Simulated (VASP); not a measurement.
A run of VASP 6.6.1:

The input POSCAR:

```
BeS
1.0
    0.0000000000      2.4343066148      2.4343066148
    2.4343066148      0.0000000000      2.4343066148
    2.4343066148      2.4343066148      0.0000000000
Be S
1 1
Direct
    0.0000000000      0.0000000000      0.0000000000
    0.2500000000      0.2500000000      0.2500000000
```

File INCAR.step1:

```
PREC = Accurate
ENCUT = 520
EDIFF = 1E-5
ISMEAR = 0
SIGMA = 0.01
LREAL = False
LASPH = True
NELM = 60
ALGO = Normal
ISIF = 2
LWAVE = True
LCHARG = False
GGA = PE
NBANDS = 11
```

INCAR.step2

```
PREC = Accurate
ENCUT = 520
EDIFF = 1E-6
ISMEAR = 0
SIGMA = 0.01
LREAL = False
LASPH = True
NELM = 60
ALGO = Normal
ISIF = 2
LWAVE = False
LCHARG = False
GGA = PE
LHFCALC = True
AEXX = 0.25
PRECFOCK = Normal
ISTART = 1
NBANDS = 11
```

KPOINTS

```
regular mesh
0
Gamma
  6 6 6
```

Potentials or basis: VASP PAW PBE potentials, release 64 (Be, S).

Run with:

```sh
$ cat potpaw_PBE.64/Be/POTCAR potpaw_PBE.64/S/POTCAR > POTCAR
$ cp INCAR.step1 INCAR
$ mpirun -np 1 vasp_std > vasp.out
$ cp INCAR.step2 INCAR
$ mpirun -np 1 vasp_std > vasp.out
```

Hardware: 1 thread of Intel(R) Xeon(R) Platinum 8488C (Sapphire Rapids), with other jobs on the host.

Question: How long does it take, and how much memory?

Answer: It took 5.1 min on 1 thread of Intel(R) Xeon(R) Platinum 8488C (Sapphire Rapids) (shared host), peak memory 0.16 GiB. Counts: k points 16.
